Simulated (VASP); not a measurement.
Write the native input for VASP 6.6.1 that does the following.

| Property | Result |
| --- | --- |
| Task | single point |
| Functional | PBEsol |
| Potentials or basis | VASP PAW PBE potentials, release 64 (Al, Ga_d) |
| Cutoff | 520 eV |
| k mesh | 3 × 3 × 3 |
| Occupations | gaussian, width 0.15 eV |
| Spin | no spin polarisation |
| Dipole correction | no |
| Further INCAR settings | LREAL = Auto; ALGO = Normal; EDIFF = 1e-07; NBANDS = 72 |

The structure of Al30Ga (a cell with a defect) lies in POSCAR:

```
Al30Ga
1.0
    8.1000000000      0.0000000000      0.0000000000
    0.0000000000      8.1000000000      0.0000000000
    0.0000000000      0.0000000000      8.1000000000
Al Ga
30 1
Direct
    0.5012024691      0.0015576543      0.0000000000
    0.7492050617      0.0013560494      0.2486135802
    0.2508293827      0.2506516049      0.0000000000
    0.5021901235      0.4978098765      0.0000000000
    0.7493483951      0.7491706173      0.0000000000
    0.2502011111     -0.0009919753      0.2511035802
    0.5023458025      0.2498625926      0.2481933333
    0.7501374074      0.4976541975      0.2481933333
    0.4985882716     -0.0012902469      0.5000000000
    0.7498064198      0.2501935802      0.5000000000
    0.7492050617      0.0013560494      0.7513864198
   -0.0015576543      0.4987975309      0.0000000000
    0.2500480247      0.7499519753      0.0000000000
   -0.0013560494      0.2507949383      0.2486135802
    0.2506516049      0.5011001235      0.2512851852
    0.4988998765      0.7493483951      0.2512851852
    0.0011182716     -0.0011182716      0.5000000000
    0.2507974074      0.2502964198      0.5000000000
    0.4994158025      0.5005841975      0.5000000000
    0.7497035802      0.7492025926      0.5000000000
    0.2502011111     -0.0009919753      0.7488964198
    0.5023458025      0.2498625926      0.7518066667
    0.7501374074      0.4976541975      0.7518066667
    0.0009919753      0.7497988889      0.2511035802
    0.0012902469      0.5014117284      0.5000000000
    0.2501092593      0.7498907407      0.5000000000
   -0.0013560494      0.2507949383      0.7513864198
    0.2506516049      0.5011001235      0.7487148148
    0.4988998765      0.7493483951      0.7487148148
    0.0009919753      0.7497988889      0.7488964198
    0.9949562963      0.0050437037      0.0000000000
```

The input as run:

INCAR

```
SYSTEM = Al30Ga
PREC = Accurate
ENCUT = 520
EDIFF = 1E-7
ISMEAR = 0
SIGMA = 0.15
LREAL = Auto
LASPH = .TRUE.
NELM = 60
ALGO = Normal
ISIF = 2
LWAVE = .FALSE.
LCHARG = .FALSE.
GGA = PS
NBANDS = 72
```

KPOINTS

```
regular mesh
0
G
  3 3 3
  0 0 0
```

Potentials or basis: VASP PAW PBE potentials, release 64 (Al, Ga_d).

Run with:

```sh
$ cat potpaw_PBE.64/Al/POTCAR potpaw_PBE.64/Ga_d/POTCAR > POTCAR
$ mpirun -np 1 vasp_std > vasp.out
```

It gave:

| Item | Value |
| --- | --- |
| Pressure | -2.5 GPa |
| Largest force | 0.018 eV/Å |
| Band gap on the k mesh | zero (an odd number of electrons rules out a gap without spin polarisation) |

Caveat: the PAW data sets were made with another functional, which shifts forces and pressure a little.

It took 12 min on 1 thread of Intel Xeon 8259CL (shared host), peak memory 0.58 GiB.
